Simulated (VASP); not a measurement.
Ti:

```xyz
2
Lattice="2.9888 0.0000 0.0000 -1.4944 2.5884 0.0000 0.0000 0.0000 4.7416" Properties=species:S:1:pos:R:3 pbc="T T T"
Ti    1.4944    0.8628    3.5562
Ti    0.0000    1.7256    1.1854
```

Base run:

* Program: VASP 6.6.1
* Functional: r2SCAN
* Potentials or basis: VASP PAW PBE potentials, release 64 (Ti_sv)
* Cutoff: 520 eV
* k mesh: 10 × 10 × 6
* Occupations: fermi-dirac, width 0.05 eV
* Spin: no spin polarisation

Its results: band gap on the k mesh zero (bands 12 and 13 overlap by 1.19 eV); pressure -5.8 GPa.

Question: The run is repeated on the same cell with these changes: functional from r2SCAN to PBEsol-based global hybrid with 25 % exact exchange; k mesh from 10 × 10 × 6 to 5 × 5 × 3. What comes out?

Answer: Band gap on the k mesh zero (bands 12 and 13 overlap by 1.73 eV); pressure -11.7 GPa.

Several settings changed at once.

Caveats: some runs use coarse meshes; the PAW data sets were made with another functional, which shifts forces and pressure a little; the cell stands under tension (at least some runs).
